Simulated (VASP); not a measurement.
Os3Au, 4 atoms in the cell. Symmetry: P6/mmm, No. 191, hexagonal system. Conventional cell: a = 4.453 Å, b = 4.453 Å, c = 5.219 Å, α = 90.00°, β = 90.00°, γ = 120.00°. Os (site symmetry -6m2) has 6 Os at 2.57 Å within 3.4 Å. Os (site symmetry 6/mmm) has 6 Os at 2.57 Å and 2 Au at 2.61 Å within 3.4 Å. Within 3.4 Å of Au (site symmetry 6/mmm) lie 2 Os at 2.61 Å. The cell was generated, and may not be a known phase.

* Program: VASP 6.6.1
* Task: single point
* Functional: PBE
* Potentials or basis: VASP PAW PBE potentials, release 64 (Os, Au)
* Cutoff: 600 eV
* k mesh: 6 × 6 × 3
* Occupations: gaussian, width 0.2 eV
* Spin: no spin polarisation
* Dipole correction: no
* Further INCAR settings: ALGO = Normal; EDIFF = 1e-06; NBANDS = 26

Potentials or basis: VASP PAW PBE potentials, release 64 (Os, Au).

Run with:

```sh
$ cat potpaw_PBE.64/Os/POTCAR potpaw_PBE.64/Au/POTCAR > POTCAR
$ mpirun -np 1 vasp_std > vasp.out
```

Hardware: 1 thread of Intel Xeon 8259CL (shared host).

**Question.** Estimate the wall time of this run.

**Answer.** Wall time 36 s on 1 thread of Intel Xeon 8259CL (shared host), peak memory 0.24 GiB. Counts: scf iterations 14, k points 14.
